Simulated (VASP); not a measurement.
# MnHg (Pm-3m) in VASP: single point with PBE

Aim: the single point of MnHg with PBE.

Program: VASP 6.6.1. These are calculated values, not measurements. Logs are shortened: lines on timing, memory, paths and dates and some standing lists are left out, and cuts for length are marked.

**1. The cell of the first run**

Symmetry: Pm-3m, No. 221, cubic system. Conventional cell: a = 3.322 Å, b = 3.322 Å, c = 3.322 Å, α = 90.00°, β = 90.00°, γ = 90.00°. Within 3.8 Å of Mn (site symmetry m-3m) lie 8 Hg at 2.88 Å and 6 Mn at 3.32 Å. Hg (site symmetry m-3m) has 8 Mn at 2.88 Å and 6 Hg at 3.32 Å within 3.8 Å.

**2. Single point, PBE, collinear spin, ferromagnetic start**

The input, INCAR:

```
SYSTEM = MnHg
ALGO = Fast
EDIFF = 1E-6
ENCUT = 520
GGA = PE
ISIF = 2
ISMEAR = 0
ISPIN = 2
LASPH = .TRUE.
LCHARG = .FALSE.
LMAXMIX = 4
LORBIT = 11
LREAL = .FALSE.
LWAVE = .FALSE.
MAGMOM = 4.25 0
NBANDS = 24
NELM = 150
PREC = Accurate
SIGMA = 0.1
```

The input, KPOINTS:

```
k-points
0
G
  16 16 16
  0 0 0
```

The input, POSCAR:

```
MnHg
1.0
    3.3222547141      0.0000000000      0.0000000000
    0.0000000000      3.3222547141      0.0000000000
    0.0000000000      0.0000000000      3.3222547141
Mn Hg
1 1
Direct
    0.5000000000      0.5000000000      0.5000000000
    0.0000000000      0.0000000000      0.0000000000
```

Potentials or basis: VASP PAW PBE potentials, release 64 (Mn_pv, Hg).

Launch:

```sh
$ cat potpaw_PBE.64/Mn_pv/POTCAR potpaw_PBE.64/Hg/POTCAR > POTCAR
$ mpirun -np 1 vasp_std > vasp.out
```

OUTCAR:

```text
SYSTEM = MnHg
   EDIFF = 1E-6
   ENCUT = 520
   GGA = PE
   ISIF = 2
   ISMEAR = 0
   ISPIN = 2
   LASPH = .TRUE.
   LORBIT = 11
   LREAL = .FALSE.
   NELM = 150
   PREC = Accurate

 ion  position               nearest neighbor table
   1  0.500  0.500  0.500-   2 2.88   2 2.88   2 2.88   2 2.88   2 2.88   2 2.88   2 2.88   2 2.88

   2  0.000  0.000  0.000-   1 2.88   1 2.88   1 2.88   1 2.88   1 2.88   1 2.88   1 2.88   1 2.88

  LATTYP: Found a simple cubic cell.
 ALAT       =     3.3222547141

  Lattice vectors:

 A1 = (   3.3222547141,   0.0000000000,   0.0000000000)
 A2 = (   0.0000000000,   3.3222547141,   0.0000000000)
 A3 = (   0.0000000000,   0.0000000000,   3.3222547141)

Analysis of symmetry for initial positions (statically):
=====================================================================
 Subroutine PRICEL returns:
 Original cell was already a primitive cell.

 Routine SETGRP: Setting up the symmetry group for a
 simple cubic supercell.

 Subroutine GETGRP returns: Found 48 space group operations
 (whereof 48 operations were pure point group operations)
 out of a pool of 48 trial point group operations.

The static configuration has the point symmetry O_h .

Analysis of symmetry for dynamics (positions and initial velocities):
=====================================================================
 Subroutine PRICEL returns:
 Original cell was already a primitive cell.

 Routine SETGRP: Setting up the symmetry group for a
 simple cubic supercell.

 Subroutine GETGRP returns: Found 48 space group operations
 (whereof 48 operations were pure point group operations)
 out of a pool of 48 trial point group operations.

The dynamic configuration has the point symmetry O_h .

Analysis of structural, dynamic, and magnetic symmetry:
=====================================================================
 Subroutine PRICEL returns:
 Original cell was already a primitive cell.

 Routine SETGRP: Setting up the symmetry group for a
 simple cubic supercell.

 Subroutine GETGRP returns: Found 48 space group operations
 (whereof 48 operations were pure point group operations)
 out of a pool of 48 trial point group operations.

The overall configuration has the point symmetry O_h .

 Subroutine INISYM returns: Found 48 space group operations
 (whereof 48 operations are pure point group operations),
 and found     1 'primitive' translations

----------------------------------------------------------------------------------------

                                     Primitive cell

  volume of cell :      36.6690

  direct lattice vectors                    reciprocal lattice vectors
     3.322254714  0.000000000  0.000000000     0.301000401  0.000000000  0.000000000
     0.000000000  3.322254714  0.000000000     0.000000000  0.301000401  0.000000000
     0.000000000  0.000000000  3.322254714     0.000000000  0.000000000  0.301000401

  length of vectors
     3.322254714  3.322254714  3.322254714     0.301000401  0.301000401  0.301000401

  position of ions in fractional coordinates (direct lattice)
     0.500000000  0.500000000  0.500000000
     0.000000000  0.000000000  0.000000000

  ion indices of the primitive-cell ions
   primitive index   ion index
                 1           1
                 2           2

----------------------------------------------------------------------------------------

 KPOINTS: k-points

Automatic generation of k-mesh.
 Grid dimensions read from file:
 generate k-points for:   16   16   16

 Generating k-lattice:

  Cartesian coordinates                     Fractional coordinates (reciprocal lattice)
     0.018812525  0.000000000  0.000000000     0.062500000  0.000000000  0.000000000
     0.000000000  0.018812525  0.000000000     0.000000000  0.062500000  0.000000000
     0.000000000  0.000000000  0.018812525     0.000000000  0.000000000  0.062500000

  Length of vectors
     0.018812525  0.018812525  0.018812525

  Shift w.r.t. Gamma in fractional coordinates (k-lattice)
     0.000000000  0.000000000  0.000000000

 Subroutine IBZKPT returns following result:
 ===========================================

 Found    165 irreducible k-points:

 Following reciprocal coordinates:
            Coordinates               Weight
  0.000000  0.000000  0.000000      1.000000
  0.062500  0.000000  0.000000      6.000000
  0.125000  0.000000  0.000000      6.000000
  0.187500  0.000000  0.000000      6.000000
  0.250000  0.000000  0.000000      6.000000
  0.312500  0.000000  0.000000      6.000000
[... 16 lines left out ...]
  0.437500  0.125000  0.000000     24.000000
  0.500000  0.125000  0.000000     12.000000
 [... further k-points ...]
   k-points           NKPTS =    165   k-points in BZ     NKDIM =    165   number of bands    NBANDS=     24
   number of dos      NEDOS =    301   number of ions     NIONS =      2
   total plane-waves  NPLWV =  21952
   dimension x,y,z NGX =    28 NGY =   28 NGZ =   28
   dimension x,y,z NGXF=    56 NGYF=   56 NGZF=   56
   ions per type =               1   1
   NGX,Y,Z   is equivalent  to a cutoff of  14.01, 14.01, 14.01 a.u.
   NGXF,Y,Z  is equivalent  to a cutoff of  28.02, 28.02, 28.02 a.u.
 SYSTEM =  MnHg
   PREC   = accura    normal or accurate (medium, high low for compatibility)
   ISTART =      0    job   : 0-new  1-cont  2-samecut
   ICHARG =      2    charge: 1-file 2-atom 10-const
   ISPIN  =      2    spin polarized calculation?
   LNONCOLLINEAR =      F non collinear calculations
   LSORBIT =      F    spin-orbit coupling
   LASPH  =      T    aspherical Exc in radial PAW
   ENCUT  =  520.0 eV  38.22 Ry    6.18 a.u.   6.18  6.18  6.18*2*pi/ulx,y,z
   NELM   =    150;   NELMIN=  2; NELMDL= -5     # of ELM steps
   EDIFF  = 0.1E-05   stopping-criterion for ELM
   LREAL  =      F    real-space projection
   EDIFFG = 0.1E-04   stopping-criterion for IOM
   NSW    =      0    number of steps for IOM
   IBRION =     -1    ionic relax: 0-MD 1-quasi-New 2-CG
   NFREE  =      0    steps in history (QN), initial steepest desc. (CG)
   ISIF   =      2    stress and relaxation
   ISYM   =      2    0-nonsym 1-usesym 2-fastsym
   POTIM  = 0.5000    time-step for ionic-motion
   TEBEG  =    0.0;   TEEND  =   0.0 temperature during run
   PSTRESS=    0.0 pullay stress
   NELECT =      25.0000    total number of electrons
   NUPDOWN=      -1.0000    fix difference up-down
   EMIN   =  10.00;   EMAX   =-10.00  energy-range for DOS
   EFERMI =   0.00;   METHOD = LEGACY
   ISMEAR =     0;   SIGMA  =   0.10  broadening in eV -4-tet -1-fermi 0-gaus
   EFERMI_NEDOS =   21; number of points for ismear=-14 and -15
   IALGO  =     68    algorithm
   IMIX   =      4    mixing-type and parameters
     AMIX     =   0.40;   BMIX     =  1.00
     AMIX_MAG =   1.60;   BMIX_MAG =  1.00
  volume/ion in A,a.u.               =      18.33       123.73
  Fermi-wavevector in a.u.,A,eV,Ry     =   1.440860  2.722831 28.246766  2.076079
  Thomas-Fermi vector in A             =   2.559557
   LORBIT       =     11    0 simple, 1 ext, 2 COOP (PROOUT), +10 PAW based schemes
   GGA     = PE    functional components
   LHFCALC =     F    Hartree Fock is set to
   AEXX    =    0.0000 exact exchange contribution
   IVDW    =     0    specifies the selected vdW correction
   LEPSILON=     F    determine dielectric tensor
   LRPA    =     F    only Hartree local field effects (RPA)
 spin polarized calculation
 RMM-DIIS sequential band-by-band and
 Gauss-broadening in eV      SIGMA  =   0.10
  energy-cutoff  :      520.00
  volume of cell :       36.67
 maximum number of plane-waves:      1021
 NGX is ok and might be reduce to    28
   NGX = 13   NGY = 13   NGZ = 13

 number of electron      25.0000008 magnetization       3.9266466

 Free energy of the ion-electron system (eV)
  ---------------------------------------------------
  ext. energy  EPLUGINS =         0.00000000
  ---------------------------------------------------
  free energy    TOTEN  =        -8.49667158 eV

  energy without entropy =       -8.48854857  energy(sigma->0) =       -8.49261008

 E-fermi :   5.4949     XC(G=0): -11.6474

 val. band max:        5.4949120720   @ k =   0.1875   0.1250   0.0000
 cond. band min:       5.5055148863   @ k =   0.4375   0.0625   0.0000
 fundamental gap:      0.0106028143
 Fermi energy:         5.4949498068

 spin component 1

 k-point     1 :       0.0000    0.0000    0.0000
  band No.  band energies     occupation
      1     -44.7218      1.00000
      2     -44.7218      1.00000
      3     -44.7218      1.00000
      4      -4.1335      1.00000
      5      -2.7597      1.00000
      6      -2.7597      1.00000
[... 16 lines left out ...]
     23      22.4742      0.00000
     24      26.1313      0.00000

 k-point     2 :       0.0625    0.0000    0.0000
  band No.  band energies     occupation
      1     -44.7224      1.00000
      2     -44.7217      1.00000
      3     -44.7217      1.00000
      4      -4.0724      1.00000
      5      -2.7494      1.00000
      6      -2.7314      1.00000
[... 16 lines left out ...]
     23      22.4701      0.00000
     24      25.1470      0.00000

 k-point     3 :       0.1250    0.0000    0.0000
  band No.  band energies     occupation
      1     -44.7241      1.00000
      2     -44.7216      1.00000
      3     -44.7216      1.00000
      4      -3.8944      1.00000
      5      -2.7196      1.00000
      6      -2.6448      1.00000
[... 16 lines left out ...]
     23      22.3459      0.00000
     24      23.6648      0.00000
[... 514 lines left out ...]
 k-point    23 :       0.4375    0.1250    0.0000
  band No.  band energies     occupation
      1     -44.7368      1.00000
      2     -44.7230      1.00000
      3     -44.7206      1.00000
      4      -2.5911      1.00000
      5      -2.3569      1.00000
      6      -2.1499      1.00000
[... 16 lines left out ...]
     23      21.0178      0.00000
     24      25.8760      0.00000

 k-point    24 :       0.5000    0.1250    0.0000
  band No.  band energies     occupation
      1     -44.7374      1.00000
      2     -44.7230      1.00000
      3     -44.7206      1.00000
      4      -2.5616      1.00000
      5      -2.3306      1.00000
      6      -2.1738      1.00000
[... 16 lines left out ...]
     23      20.5675      0.00000
     24      26.2685      0.00000

 [... further k-points ...]

 spin component 2

 k-point     1 :       0.0000    0.0000    0.0000
  band No.  band energies     occupation
      1     -40.6579      1.00000
      2     -40.6579      1.00000
      3     -40.6579      1.00000
      4      -3.9180      1.00000
      5      -2.7422      1.00000
      6      -2.7422      1.00000
[... 16 lines left out ...]
     23      22.4942      0.00000
     24      27.1025      0.00000

 k-point     2 :       0.0625    0.0000    0.0000
  band No.  band energies     occupation
      1     -40.6586      1.00000
      2     -40.6578      1.00000
      3     -40.6578      1.00000
      4      -3.8577      1.00000
      5      -2.7343      1.00000
      6      -2.7140      1.00000
[... 16 lines left out ...]
     23      22.5093      0.00000
     24      25.8594      0.00000

 k-point     3 :       0.1250    0.0000    0.0000
  band No.  band energies     occupation
      1     -40.6608      1.00000
      2     -40.6577      1.00000
      3     -40.6577      1.00000
      4      -3.6842      1.00000
      5      -2.7116      1.00000
      6      -2.6249      1.00000
[... 16 lines left out ...]
     23      22.4836      0.00000
     24      24.3221      0.00000
[... 514 lines left out ...]
 k-point    23 :       0.4375    0.1250    0.0000
  band No.  band energies     occupation
      1     -40.6766      1.00000
      2     -40.6594      1.00000
      3     -40.6564      1.00000
      4      -2.6005      1.00000
      5      -2.3904      1.00000
      6      -2.1037      1.00000
[... 16 lines left out ...]
     23      21.4703      0.00000
     24      26.2638      0.00000

 k-point    24 :       0.5000    0.1250    0.0000
  band No.  band energies     occupation
      1     -40.6774      1.00000
      2     -40.6593      1.00000
      3     -40.6563      1.00000
      4      -2.5809      1.00000
      5      -2.3719      1.00000
      6      -2.1225      1.00000
[... 16 lines left out ...]
     23      20.8179      0.00000
     24      26.7720      0.00000

 [... further k-points ...]

------------------------ aborting loop because EDIFF is reached ----------------------------------------

  FORCE on cell =-STRESS in cart. coord.  units (eV):
  Direction    XX          YY          ZZ          XY          YZ          ZX
  --------------------------------------------------------------------------------------
  -------------------------------------------------------------------------------------
  Total        0.0971947      0.0971947      0.0971947      0.0000000      0.0000000     -0.0000000
  in kB        4.2467288      4.2467288      4.2467288      0.0000000      0.0000000     -0.0000000
  external PRESSURE =       4.2467288 kB  Pullay stress =       0.0000000 kB

 VOLUME and BASIS-vectors are now :
 -----------------------------------------------------------------------------
  energy-cutoff  :      520.00
  volume of cell :       36.67
      direct lattice vectors                 reciprocal lattice vectors
     3.322254714  0.000000000  0.000000000     0.301000401  0.000000000  0.000000000
     0.000000000  3.322254714  0.000000000     0.000000000  0.301000401  0.000000000
     0.000000000  0.000000000  3.322254714     0.000000000  0.000000000  0.301000401

 POSITION                                       TOTAL-FORCE (eV/Angst)
 -----------------------------------------------------------------------------------
      1.66113      1.66113      1.66113         0.000000      0.000000      0.000000
      0.00000      0.00000      0.00000         0.000000      0.000000      0.000000
 -----------------------------------------------------------------------------------
    total drift:                                0.000000      0.000000      0.000000

  FREE ENERGIE OF THE ION-ELECTRON SYSTEM (eV)
  ---------------------------------------------------
  free  energy   TOTEN  =        -8.4966715801 eV

  energy  without entropy=       -8.4885485742  energy(sigma->0) =       -8.49261008

 total charge

# of ion       s       p       d       tot
------------------------------------------
    1        0.251   6.171   4.973  11.395
    2        0.816   0.513   9.255  10.585
--------------------------------------------------
tot          1.067   6.685  14.229  21.980

 magnetization (x)

# of ion       s       p       d       tot
------------------------------------------
    1        0.029   0.016   3.795   3.839
    2       -0.042  -0.061   0.047  -0.056
--------------------------------------------------
tot         -0.013  -0.045   3.842   3.784
```

It took 5.9 min on 1 thread of AMD EPYC 7R43 (Zen 3), shared host; peak memory 0.3 GiB.

What came out:

```yaml
Free_energy: -8.4967 eV
Pressure: 0.4 GPa
Net_moment: 3.93 μB per cell
Site_moments: Mn +3.84; Hg -0.06 μB
Valence_electrons_inside_the_program's_atomic_spheres: Mn 11.39; Hg 10.59
```

Levels at points of the mesh, in eV from the Fermi level:
Spin up:
```tsv
k point	band 12	band 13	band 14	band 15	band 16	band 17
(0.00, 0.00, 0.00)	-2.12	-2.12	-2.12	4.84	4.84	4.84
(0.50, 0.00, 0.00)	-2.80	-2.80	-2.33	-1.64	9.97	9.97
(0.50, 0.50, 0.00)	-2.14	-2.09	-1.68	-1.68	0.55	2.79
(0.50, 0.50, 0.50)	-2.07	-2.07	0.39	4.07	4.07	4.07
```
Spin down:
```
           k point  band 7  band 8  band 9  band 10  band 11  band 12  band 13  band 14  band 15  band 16
(0.00, 0.00, 0.00)   -7.08   -7.08   -7.08     0.31     0.31     1.43     1.43     1.43     5.20     5.20
(0.50, 0.00, 0.00)   -7.43   -6.98   -5.02    -4.45    -0.03     0.39     0.39     1.25     2.00    10.52
(0.50, 0.50, 0.00)   -7.50   -6.53   -3.53    -1.43    -1.43     0.47     1.26     1.26     1.86     3.13
(0.50, 0.50, 0.50)   -6.51   -6.51   -1.59    -1.59    -1.59     0.26     1.89     1.89     5.51     5.51
```

Caveat: spin-orbit coupling is left out, which moves the levels of the heavy elements.
